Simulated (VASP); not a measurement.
A run of VASP 6.6.1 is set up as follows.

File INCAR:

```
SYSTEM = Na
PREC = Accurate
ENCUT = 520
EDIFF = 1E-7
ISMEAR = 0
SIGMA = 0.1
LREAL = .FALSE.
LASPH = .TRUE.
NELM = 60
ALGO = Normal
ISIF = 2
LWAVE = .FALSE.
LCHARG = .TRUE.
GGA = PS
LELF = .TRUE.
LVHAR = .TRUE.
NBANDS = 10
```

The input KPOINTS:

```
regular mesh
0
G
  14 14 14
  0 0 0
```

The input POSCAR:

```
Na
1.0
   -2.0635247638      2.0635247638      2.0635247638
    2.0635247638     -2.0635247638      2.0635247638
    2.0635247638      2.0635247638     -2.0635247638
Na
1
Direct
    0.0000000000      0.0000000000      0.0000000000
```

Potentials or basis: VASP PAW PBE potentials, release 64 (Na_pv).

Run with:

```sh
$ cat potpaw_PBE.64/Na_pv/POTCAR > POTCAR
$ mpirun -np 1 vasp_std > vasp.out
```

Task: What does it give for the pressure?

Result: 0.3 GPa.

Caveat: the PAW data sets were made with another functional, which shifts forces and pressure a little.
